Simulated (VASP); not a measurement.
# MgO (P6_3/mmc) in VASP: further runs, part 2 of 2

VASP 6.6.1. Earlier steps stand in the parts before.

### Step 3. Single point, r2SCAN

Contents of POSCAR:

```
MgO
1.0
    3.4841042127      0.0000000000      0.0000000000
   -1.7420521064      3.0173227576      0.0000000000
    0.0000000000      0.0000000000      4.1856875957
Mg O
2 2
Direct
    0.6666666667      0.3333333333      0.7500000000
    0.3333333333      0.6666666667      0.2500000000
    0.6666666667      0.3333333333      0.2500000000
    0.3333333333      0.6666666667      0.7500000000
```

Contents of INCAR.step1:

```
SYSTEM = MgO
PREC = Accurate
ENCUT = 750
ISMEAR = 0
SIGMA = 0.05
LREAL = .False.
LASPH = .True.
NELM = 120
NBANDS = 24
GGA = PE
ALGO = Normal
EDIFF = 1E-5
LWAVE = .True.
LCHARG = .False.
GGA_COMPAT = .False.
```

Contents of INCAR.step2:

```
SYSTEM = MgO
PREC = Accurate
ENCUT = 750
EDIFF = 1E-6
ISMEAR = 0
SIGMA = 0.05
LREAL = .False.
LASPH = .True.
NELM = 120
ALGO = Normal
ISIF = 2
LWAVE = .False.
LCHARG = .True.
METAGGA = R2SCAN
LMIXTAU = .True.
LELF = .True.
LVHAR = .True.
NBANDS = 24
ISTART = 1
GGA_COMPAT = .False.
```

Contents of KPOINTS:

```
Automatic mesh
0
Gamma
  6 6 6
  0 0 0
```

Potentials or basis: VASP PAW PBE potentials, release 64 (Mg_sv, O).

Command:

```sh
cat potpaw_PBE.64/Mg_sv/POTCAR potpaw_PBE.64/O/POTCAR > POTCAR
cp INCAR.step1 INCAR
mpirun -np 1 vasp_std > vasp.out
cp INCAR.step2 INCAR
mpirun -np 1 vasp_std > vasp.out
```

OUTCAR:

```text
SYSTEM = MgO
   PREC = Accurate
   ENCUT = 750
   EDIFF = 1E-6
   ISMEAR = 0
   LREAL = .False.
   LASPH = .True.
   NELM = 120
   ISIF = 2
   METAGGA = R2SCAN
   ISTART = 1

 ion  position               nearest neighbor table
   1  0.667  0.333  0.750-   4 2.01   4 2.01   4 2.01   3 2.09   3 2.09
   2  0.333  0.667  0.250-   3 2.01   3 2.01   3 2.01   4 2.09   4 2.09
   3  0.667  0.333  0.250-   2 2.01   2 2.01   2 2.01   1 2.09   1 2.09
   4  0.333  0.667  0.750-   1 2.01   1 2.01   1 2.01   2 2.09   2 2.09

  LATTYP: Found a hexagonal cell.
 ALAT       =     3.4841042127
 C/A-ratio  =     1.2013669340

  Lattice vectors:

 A1 = (   3.4841042127,   0.0000000000,   0.0000000000)
 A2 = (  -1.7420521064,   3.0173227576,   0.0000000000)
 A3 = (   0.0000000000,   0.0000000000,   4.1856875957)

Analysis of symmetry for initial positions (statically):
=====================================================================
 Subroutine PRICEL returns:
 Original cell was already a primitive cell.

 Routine SETGRP: Setting up the symmetry group for a
 hexagonal supercell.

 Subroutine GETGRP returns: Found 24 space group operations
 (whereof 12 operations were pure point group operations)
 out of a pool of 24 trial point group operations.

The static configuration has the point symmetry D_3d.
 The point group associated with its full space group is D_6h.

Analysis of symmetry for dynamics (positions and initial velocities):
=====================================================================
 Subroutine PRICEL returns:
 Original cell was already a primitive cell.

 Routine SETGRP: Setting up the symmetry group for a
 hexagonal supercell.

 Subroutine GETGRP returns: Found 24 space group operations
 (whereof 12 operations were pure point group operations)
 out of a pool of 24 trial point group operations.

The dynamic configuration has the point symmetry D_3d.
 The point group associated with its full space group is D_6h.

 Subroutine INISYM returns: Found 24 space group operations
 (whereof 12 operations are pure point group operations),
 and found     1 'primitive' translations

----------------------------------------------------------------------------------------

                                     Primitive cell

  volume of cell :      44.0027

  direct lattice vectors                    reciprocal lattice vectors
     3.484104213  0.000000000  0.000000000     0.287017821  0.165709816  0.000000000
    -1.742052106  3.017322758  0.000000000     0.000000000  0.331419633  0.000000000
     0.000000000  0.000000000  4.185687596     0.000000000  0.000000000  0.238909373

  length of vectors
     3.484104213  3.484104213  4.185687596     0.331419633  0.331419633  0.238909373

  position of ions in fractional coordinates (direct lattice)
     0.666666667  0.333333333  0.750000000
     0.333333333  0.666666667  0.250000000
     0.666666667  0.333333333  0.250000000
     0.333333333  0.666666667  0.750000000

  ion indices of the primitive-cell ions
   primitive index   ion index
                 1           1
                 2           2
                 3           3
                 4           4

----------------------------------------------------------------------------------------

 KPOINTS: Automatic mesh

[... 23 lines left out ...]
            Coordinates               Weight
  0.000000  0.000000  0.000000      1.000000
  0.166667  0.000000  0.000000      6.000000
  0.333333  0.000000  0.000000      6.000000
  0.500000  0.000000  0.000000      3.000000
  0.166667  0.166667  0.000000      6.000000
  0.333333  0.166667  0.000000     12.000000
[... 16 lines left out ...]
  0.166667  0.000000  0.500000      6.000000
  0.333333  0.000000  0.500000      6.000000
 [... further k-points ...]
   k-points           NKPTS =     28   k-points in BZ     NKDIM =     28   number of bands    NBANDS=     24
   number of dos      NEDOS =    301   number of ions     NIONS =      4
   total plane-waves  NPLWV =  40960
   dimension x,y,z NGX =    32 NGY =   32 NGZ =   40
   dimension x,y,z NGXF=    64 NGYF=   64 NGZF=   80
   ions per type =               2   2
   NGX,Y,Z   is equivalent  to a cutoff of  15.27, 15.27, 15.89 a.u.
   NGXF,Y,Z  is equivalent  to a cutoff of  30.54, 30.54, 31.77 a.u.
 SYSTEM =  MgO
   PREC   = accura    normal or accurate (medium, high low for compatibility)
   ISTART =      1    job   : 0-new  1-cont  2-samecut
   ICHARG =      0    charge: 1-file 2-atom 10-const
   ISPIN  =      1    spin polarized calculation?
   LNONCOLLINEAR =      F non collinear calculations
   LSORBIT =      F    spin-orbit coupling
   LASPH  =      T    aspherical Exc in radial PAW
   ENCUT  =  750.0 eV  55.12 Ry    7.42 a.u.   7.78  7.78  9.35*2*pi/ulx,y,z
   NELM   =    120;   NELMIN=  2; NELMDL=  0     # of ELM steps
   EDIFF  = 0.1E-05   stopping-criterion for ELM
   LREAL  =      F    real-space projection
   EDIFFG = 0.1E-04   stopping-criterion for IOM
   NSW    =      0    number of steps for IOM
   IBRION =     -1    ionic relax: 0-MD 1-quasi-New 2-CG
   NFREE  =      0    steps in history (QN), initial steepest desc. (CG)
   ISIF   =      2    stress and relaxation
   ISYM   =      2    0-nonsym 1-usesym 2-fastsym
   POTIM  = 0.5000    time-step for ionic-motion
   TEBEG  =    0.0;   TEEND  =   0.0 temperature during run
   PSTRESS=    0.0 pullay stress
   NELECT =      32.0000    total number of electrons
   NUPDOWN=      -1.0000    fix difference up-down
   EMIN   =  10.00;   EMAX   =-10.00  energy-range for DOS
   EFERMI =   0.00;   METHOD = LEGACY
   ISMEAR =     0;   SIGMA  =   0.05  broadening in eV -4-tet -1-fermi 0-gaus
   EFERMI_NEDOS =   21; number of points for ismear=-14 and -15
   IALGO  =     38    algorithm
   IMIX   =      4    mixing-type and parameters
     AMIX     =   0.40;   BMIX     =  1.00
     AMIX_MAG =   1.60;   BMIX_MAG =  1.00
  volume/ion in A,a.u.               =      11.00        74.24
  Fermi-wavevector in a.u.,A,eV,Ry     =   1.472194  2.782042 29.488640  2.167354
  Thomas-Fermi vector in A             =   2.587238
   LORBIT       =      0    0 simple, 1 ext, 2 COOP (PROOUT), +10 PAW based schemes
   METAGGA = R2SCAN    functional components
   LHFCALC =     F    Hartree Fock is set to
   AEXX    =    0.0000 exact exchange contribution
   IVDW    =     0    specifies the selected vdW correction
   LEPSILON=     F    determine dielectric tensor
   LRPA    =     F    only Hartree local field effects (RPA)
 non-spin polarized calculation
 Gauss-broadening in eV      SIGMA  =   0.05
  energy-cutoff  :      750.00
  volume of cell :       44.00
 maximum number of plane-waves:      2077
 NGX is ok and might be reduce to    32
   NGX = 15   NGY = 15   NGZ = 19

 number of electron      31.9999996 magnetization

 Free energy of the ion-electron system (eV)
  ---------------------------------------------------
  ext. energy  EPLUGINS =         0.00000000
  ---------------------------------------------------
  free energy    TOTEN  =       -32.07313943 eV

  energy without entropy =      -32.07313943  energy(sigma->0) =      -32.07313943

 E-fermi :   1.6251     XC(G=0): -10.9378

 val. band max:        1.3653428795   @ k =   0.0000   0.0000   0.0000
 cond. band min:       5.4663749016   @ k =   0.0000   0.0000   0.0000
 fundamental gap:      4.1010320222
 Fermi energy:         1.6250786151

 k-point     1 :       0.0000    0.0000    0.0000
  band No.  band energies     occupation
      1     -73.5432      2.00000
      2     -73.5315      2.00000
      3     -38.6979      2.00000
      4     -38.6785      2.00000
      5     -38.6785      2.00000
      6     -38.6522      2.00000
[... 637 lines left out ...]
     23      17.4110      0.00000
     24      17.4110      0.00000

 [... further k-points ...]

------------------------ aborting loop because EDIFF is reached ----------------------------------------

  FORCE on cell =-STRESS in cart. coord.  units (eV):
  Direction    XX          YY          ZZ          XY          YZ          ZX
  --------------------------------------------------------------------------------------
  -------------------------------------------------------------------------------------
  Total        0.0029429      0.0029429     -0.0379768     -0.0000000      0.0000000      0.0000000
  in kB        0.1071541      0.1071541     -1.3827673     -0.0000000      0.0000000      0.0000000
  external PRESSURE =      -0.3894864 kB  Pullay stress =       0.0000000 kB

 VOLUME and BASIS-vectors are now :
 -----------------------------------------------------------------------------
  energy-cutoff  :      750.00
  volume of cell :       44.00
      direct lattice vectors                 reciprocal lattice vectors
     3.484104213  0.000000000  0.000000000     0.287017821  0.165709816  0.000000000
    -1.742052106  3.017322758  0.000000000     0.000000000  0.331419633  0.000000000
     0.000000000  0.000000000  4.185687596     0.000000000  0.000000000  0.238909373

 POSITION                                       TOTAL-FORCE (eV/Angst)
 -----------------------------------------------------------------------------------
      1.74205      1.00577      3.13927        -0.000000      0.000000      0.000000
     -0.00000      2.01155      1.04642         0.000000     -0.000000      0.000000
      1.74205      1.00577      1.04642        -0.000000      0.000000     -0.000000
     -0.00000      2.01155      3.13927         0.000000     -0.000000     -0.000000
 -----------------------------------------------------------------------------------
    total drift:                               -0.000000      0.000000     -0.000000

  FREE ENERGIE OF THE ION-ELECTRON SYSTEM (eV)
  ---------------------------------------------------
  free  energy   TOTEN  =       -32.0731394263 eV

  energy  without entropy=      -32.0731394263  energy(sigma->0) =      -32.07313943
```

It took 88 s on 1 thread of Intel Xeon Platinum 8488C (Sapphire Rapids), shared host; peak memory 0.21 GiB.

What came out:

* Free energy: -32.0731 eV
* Pressure: 0.0 GPa
* Band gap on the k mesh: 4.10 eV

Levels at points of the mesh, in eV from the valence-band top:
```csv
k point,band 12,band 13,band 14,band 15,band 16,band 17,band 18,band 19,band 20,band 21
"(0.00, 0.00, 0.00)",-1.76,-1.76,-0.84,-0.84,0.00,4.10,10.44,13.17,13.51,13.51
"(0.50, 0.00, 0.00)",-2.38,-2.36,-1.96,-1.30,-0.54,7.67,10.06,10.63,13.36,13.96
"(0.00, 0.00, 0.50)",-2.41,-1.32,-1.32,-1.32,-1.32,7.15,7.15,13.89,13.89,13.89
"(0.50, 0.00, 0.50)",-3.87,-1.55,-1.55,-0.83,-0.83,8.04,8.04,13.06,13.06,15.18
```

Caveat: the PAW data sets were made with another functional, which shifts forces and pressure a little.
